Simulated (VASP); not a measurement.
# Al (a cell with a defect) in VASP: single point with PBE

Aim: the single point of Al (a cell with a defect) with PBE.

Program: VASP 6.6.1. These are calculated values, not measurements. Logs are shortened: lines on timing, memory, paths and dates and some standing lists are left out, and cuts for length are marked.

### Step 1. The cell of the first run

The cell holds a defect, 31 atoms: a = 8.100 Å, b = 8.100 Å, c = 8.100 Å, α = 90.00°, β = 90.00°, γ = 90.00°.

### Step 2. Single point, PBE

INCAR reads:

```
SYSTEM = Al
PREC = Accurate
ENCUT = 520
EDIFF = 1E-7
ISMEAR = 0
SIGMA = 0.15
LREAL = Auto
LASPH = .TRUE.
NELM = 80
ALGO = Normal
ISIF = 2
LWAVE = .FALSE.
LCHARG = .FALSE.
GGA = PE
NBANDS = 68
```

KPOINTS reads:

```
regular mesh
0
G
  3 3 3
  0 0 0
```

POSCAR reads:

```
Al
1.0
    8.1000000000      0.0000000000      0.0000000000
    0.0000000000      8.1000000000      0.0000000000
    0.0000000000      0.0000000000      8.1000000000
Al
31
Direct
    0.7484840741      0.2475435802     -0.0007032099
    0.7486827160     -0.0002301235      0.2472680247
    0.0007761728     -0.0003527160     -0.0006176543
    0.2527241975      0.2475900000     -0.0006243210
    0.5006296296      0.4996208642     -0.0005301235
    0.7487306173      0.7518613580     -0.0006751852
    0.2528364198     -0.0004035802      0.2473391358
    0.5005995062      0.2475032099      0.2472546914
    0.7516532099      0.4996508642      0.2502414815
    0.5005854321     -0.0004495062      0.4993602469
    0.7514512346      0.2506366667      0.4994292593
    0.7485428395     -0.0003762963      0.7514239506
    0.0006025926      0.4997181481     -0.0005349383
    0.2528816049      0.7516900000     -0.0005807407
    0.0006476543      0.2505475309      0.2502702469
    0.2497388889      0.4996620988      0.2504356790
    0.5008922222      0.7517592593      0.2472728395
    0.0005916049     -0.0004004938      0.4994123457
    0.2496732099      0.2504574074      0.4995120988
    0.5005876543      0.4996059259      0.4994703704
    0.7516203704      0.7486825926      0.4993845679
    0.2526646914     -0.0002755556      0.7515040741
    0.5005586420      0.2474327160      0.7515460494
    0.7514412346      0.4997079012      0.7484653086
    0.0007511111      0.7487935802      0.2503350617
    0.0006083951      0.4996750617      0.4994023457
    0.2498822222      0.7487065432      0.4995338272
    0.0004287654      0.2504959259      0.7484930864
    0.2497188889      0.4995456790      0.7486034568
    0.5007717284      0.7517560494      0.7515723457
    0.0006755556      0.7487623457      0.7484893827
```

Potentials or basis: VASP PAW PBE potentials, release 64 (Al).

On the command line:

```sh
$ cat potpaw_PBE.64/Al/POTCAR > POTCAR
$ mpirun -np 1 vasp_std > vasp.out
```

OUTCAR:

```text
SYSTEM = Al
   PREC = Accurate
   ENCUT = 520
   EDIFF = 1E-7
   ISMEAR = 0
   LREAL = Auto
   LASPH = .TRUE.
   NELM = 80
   ISIF = 2
   GGA = PE

 ion  position               nearest neighbor table
   1  0.748  0.248  0.999-  23 2.84   2 2.84  12 2.84   8 2.84   5 2.86   3 2.86  28 2.88  24 2.88
                             9 2.88  15 2.88  13 2.89
   2  0.749  1.000  0.247-   1 2.84  17 2.84   8 2.84   6 2.84   3 2.86  10 2.86  15 2.88  11 2.88
                            25 2.88  21 2.88  18 2.89
   3  0.001  1.000  0.999-  22 2.86   6 2.86   4 2.86   2 2.86   7 2.86  14 2.86   1 2.86  12 2.86
                            28 2.87  31 2.87  15 2.87  25 2.87
   4  0.253  0.248  0.999-  23 2.84  22 2.84   8 2.84   7 2.84   3 2.86   5 2.86  29 2.88  15 2.88
                            16 2.88  28 2.88  13 2.89
   5  0.501  0.500  0.999-  14 2.86   8 2.86   1 2.86   4 2.86  17 2.86  30 2.86  23 2.86   6 2.87
                            29 2.87   9 2.87  24 2.87  16 2.87
   6  0.749  0.752  0.999-  12 2.84  30 2.84  17 2.84   2 2.84   3 2.86   5 2.87  31 2.88  24 2.88
                            25 2.88   9 2.88  13 2.89
   7  0.253  1.000  0.247-   8 2.84  14 2.84  17 2.84   4 2.84  10 2.86   3 2.86  25 2.88  19 2.88
                            27 2.88  15 2.88  18 2.89
   8  0.501  0.248  0.247-   7 2.84   4 2.84   2 2.84   1 2.84   5 2.86  10 2.86  16 2.88  11 2.88
                            19 2.88   9 2.88  20 2.89
   9  0.752  0.500  0.250-  15 2.85  26 2.85  21 2.85  11 2.85  25 2.85  13 2.86  20 2.87   5 2.87
[... 31 lines left out ...]
  25  0.001  0.749  0.250-  16 2.85  21 2.85  26 2.85   9 2.85  27 2.85  18 2.86  13 2.86   3 2.87
                             7 2.88   6 2.88  14 2.88   2 2.88
  26  0.001  0.500  0.499-  21 2.85  16 2.85   9 2.85  31 2.85  25 2.85  11 2.85  24 2.85  15 2.85
                            28 2.85  19 2.85  27 2.85  29 2.85
  27  0.250  0.749  0.500-  16 2.85  31 2.85  29 2.85  26 2.85  25 2.85  20 2.86  18 2.86  10 2.87
                            30 2.88  22 2.88   7 2.88  17 2.88
  28  0.000  0.250  0.748-  11 2.85  24 2.85  19 2.85  26 2.85  29 2.85  18 2.86  13 2.86   3 2.87
                             1 2.88  12 2.88  22 2.88   4 2.88
  29  0.250  0.500  0.749-  19 2.85  27 2.85  31 2.85  26 2.85  28 2.85  13 2.86  20 2.86   5 2.87
                             4 2.88  23 2.88  14 2.88  30 2.88
  30  0.501  0.752  0.752-  12 2.84   6 2.84  14 2.84  22 2.84  10 2.86   5 2.86  24 2.88  27 2.88
                            21 2.88  29 2.88  20 2.89
  31  0.001  0.749  0.748-  21 2.85  27 2.85  26 2.85  29 2.85  24 2.85  18 2.86  13 2.86   3 2.87
                             6 2.88  22 2.88  12 2.88  14 2.88

  LATTYP: Found a simple cubic cell.
 ALAT       =     8.1000000000

  Lattice vectors:

 A1 = (   8.1000000000,   0.0000000000,   0.0000000000)
 A2 = (   0.0000000000,   8.1000000000,   0.0000000000)
 A3 = (   0.0000000000,   0.0000000000,   8.1000000000)

Analysis of symmetry for initial positions (statically):
=====================================================================
 Subroutine PRICEL returns:
 Original cell was already a primitive cell.

 Routine SETGRP: Setting up the symmetry group for a
[... 184 lines left out ...]
   IALGO  =     38    algorithm
   IMIX   =      4    mixing-type and parameters
     AMIX     =   0.40;   BMIX     =  1.00
     AMIX_MAG =   1.60;   BMIX_MAG =  1.00
  volume/ion in A,a.u.               =      17.14       115.69
  Fermi-wavevector in a.u.,A,eV,Ry     =   0.915695  1.730412 11.408446  0.838497
  Thomas-Fermi vector in A             =   2.040466
   LORBIT       =      0    0 simple, 1 ext, 2 COOP (PROOUT), +10 PAW based schemes
   GGA     = PE    functional components
   LHFCALC =     F    Hartree Fock is set to
   AEXX    =    0.0000 exact exchange contribution
   IVDW    =     0    specifies the selected vdW correction
   LEPSILON=     F    determine dielectric tensor
   LRPA    =     F    only Hartree local field effects (RPA)
 non-spin polarized calculation
 Gauss-broadening in eV      SIGMA  =   0.15
  energy-cutoff  :      520.00
  volume of cell :      531.44
 maximum number of plane-waves:     14358
   NGX = 31   NGY = 31   NGZ = 31

 number of electron      93.0000000 magnetization

 Free energy of the ion-electron system (eV)
  ---------------------------------------------------
  ext. energy  EPLUGINS =         0.00000000
  ---------------------------------------------------
  free energy    TOTEN  =      -116.00977914 eV

  energy without entropy =     -115.90059128  energy(sigma->0) =     -115.95518521

 E-fermi :   7.4567     XC(G=0): -10.0288

 val. band max:        7.4046501922   @ k =   0.3333  -0.3333   0.3333
 cond. band min:       7.4595652388   @ k =  -0.3333  -0.3333   0.3333
 fundamental gap:      0.0549150467
 Fermi energy:         7.4567275107

 k-point     1 :       0.0000    0.0000    0.0000
  band No.  band energies     occupation
      1      -3.3720      2.00000
      2      -1.2163      2.00000
      3      -1.2160      2.00000
      4      -1.1729      2.00000
      5      -1.1726      2.00000
      6      -1.1719      2.00000
[... 843 lines left out ...]
     57       9.2716      0.00000
     58       9.5252      0.00000
 [bands above 58 left out]

------------------------ aborting loop because EDIFF is reached ----------------------------------------

  FORCE on cell =-STRESS in cart. coord.  units (eV):
  Direction    XX          YY          ZZ          XY          YZ          ZX
  --------------------------------------------------------------------------------------
  -------------------------------------------------------------------------------------
  Total       -3.8823158     -3.9058337     -3.8906628      0.0000739     -0.0009747      0.0043296
  in kB      -11.7043252    -11.7752267    -11.7294897      0.0002227     -0.0029386      0.0130527
  external PRESSURE =     -11.7363472 kB  Pullay stress =       0.0000000 kB

 VOLUME and BASIS-vectors are now :
 -----------------------------------------------------------------------------
  energy-cutoff  :      520.00
  volume of cell :      531.44
      direct lattice vectors                 reciprocal lattice vectors
     8.100000000  0.000000000  0.000000000     0.123456790  0.000000000  0.000000000
     0.000000000  8.100000000  0.000000000     0.000000000  0.123456790  0.000000000
     0.000000000  0.000000000  8.100000000     0.000000000  0.000000000  0.123456790

 POSITION                                       TOTAL-FORCE (eV/Angst)
 -----------------------------------------------------------------------------------
      6.06272      2.00510      8.09430        -0.005315     -0.003116      0.001946
      6.06433      8.09814      2.00287        -0.008023     -0.002056     -0.001945
      0.00629      8.09714      8.09500         0.000821     -0.001602     -0.001457
      2.04707      2.00548      8.09494         0.001244     -0.004774      0.004320
      4.05510      4.04693      8.09571         0.005485     -0.001108     -0.003025
      6.06472      6.09008      8.09453        -0.009123      0.004362      0.002302
[... 23 lines left out ...]
      4.05625      6.08922      6.08774        -0.003950      0.006009      0.005473
      0.00547      6.06498      6.06276         0.001417     -0.005546     -0.003638
 -----------------------------------------------------------------------------------
    total drift:                                0.070845     -0.039657     -0.061593

  FREE ENERGIE OF THE ION-ELECTRON SYSTEM (eV)
  ---------------------------------------------------
  free  energy   TOTEN  =      -116.0097791372 eV

  energy  without entropy=     -115.9005912826  energy(sigma->0) =     -115.95518521
```

OSZICAR:

```text
N       E                     dE             d eps       ncg     rms          rms(c)
DAV:   1     0.123771282252E+03    0.12377E+03   -0.32052E+04  1904   0.109E+03
DAV:   2    -0.103024056503E+03   -0.22680E+03   -0.21187E+03  2244   0.142E+02
DAV:   3    -0.116569393931E+03   -0.13545E+02   -0.12930E+02  2376   0.277E+01
DAV:   4    -0.116887829898E+03   -0.31844E+00   -0.31567E+00  2364   0.461E+00
DAV:   5    -0.116894292285E+03   -0.64624E-02   -0.64540E-02  2336   0.756E-01    0.717E+00
DAV:   6    -0.116299345841E+03    0.59495E+00   -0.61429E-01  2276   0.200E+00    0.423E+00
DAV:   7    -0.116048915945E+03    0.25043E+00   -0.20846E-01  2296   0.128E+00    0.129E+00
DAV:   8    -0.116011792774E+03    0.37123E-01   -0.28080E-02  2260   0.486E-01    0.471E-01
DAV:   9    -0.116010042718E+03    0.17501E-02   -0.27755E-03  2272   0.140E-01    0.277E-01
DAV:  10    -0.116009800671E+03    0.24205E-03   -0.54802E-04  2300   0.628E-02    0.532E-02
DAV:  11    -0.116009779942E+03    0.20729E-04   -0.87436E-05  2320   0.235E-02    0.235E-02
DAV:  12    -0.116009781552E+03   -0.16105E-05   -0.12864E-05  2356   0.919E-03    0.569E-03
DAV:  13    -0.116009780001E+03    0.15512E-05   -0.84588E-07  2328   0.260E-03    0.240E-03
DAV:  14    -0.116009779673E+03    0.32843E-06   -0.17014E-07  1904   0.108E-03    0.106E-03
DAV:  15    -0.116009779167E+03    0.50520E-06   -0.26100E-08  1288   0.448E-04    0.189E-04
DAV:  16    -0.116009779137E+03    0.30275E-07   -0.47628E-09  1184   0.200E-04
   1 F= -.11600978E+03 E0= -.11595519E+03  d E =-.109188E+00
```

stdout:

```text
POSCAR found type information on POSCAR Al
 POSCAR found :  1 types and      31 ions
 scaLAPACK will be used
 LDA part: xc-table for (Slater+PW92), standard interpolation
 POSCAR, INCAR and KPOINTS ok, starting setup
 FFT: planning ... GRIDC
 FFT: planning ... GRID_SOFT
 FFT: planning ... GRID
 WAVECAR not read
 entering main loop
```

It took 14 min on 1 thread of Oxide Virtual Turin-like, shared host; peak memory 0.59 GiB.

What came out:

| Quantity | Value |
| --- | --- |
| Free energy | -116.0098 eV |
| Pressure | -1.2 GPa |
| Largest force | 0.012 eV/Å |

Forces on the atoms (eV/Å):
```
Al  -0.005 -0.003  0.002
Al  -0.008 -0.002 -0.002
Al   0.001 -0.002 -0.001
Al   0.001 -0.005  0.004
Al   0.005 -0.001 -0.003
Al  -0.009  0.004  0.002
Al   0.001  0.002 -0.004
Al  -0.001 -0.002 -0.001
Al   0.003 -0.001  0.005
Al   0.006  0.000 -0.003
Al   0.006  0.002 -0.002
Al  -0.008  0.002  0.008
Al   0.005 -0.003 -0.005
Al   0.001  0.007  0.001
Al   0.004  0.007  0.008
Al  -0.004 -0.002  0.005
Al  -0.004  0.005 -0.002
Al   0.004 -0.001 -0.004
Al  -0.007  0.009 -0.005
Al   0.004 -0.002 -0.004
Al   0.001 -0.001 -0.001
Al   0.004 -0.004  0.007
Al   0.001 -0.002  0.005
Al   0.005 -0.001 -0.001
Al   0.001 -0.006  0.005
Al   0.005 -0.004 -0.001
Al  -0.007 -0.006 -0.002
Al   0.005  0.009 -0.005
Al  -0.007  0.001 -0.007
Al  -0.004  0.006  0.005
Al   0.001 -0.006 -0.004
```

Levels at points of the mesh, in eV from the Fermi level:
```tsv
k point	band 45	band 46	band 47	band 48	band 49	band 50
(0.00, 0.00, 0.00)	-0.28	0.41	0.50	0.50	0.50	0.54
```
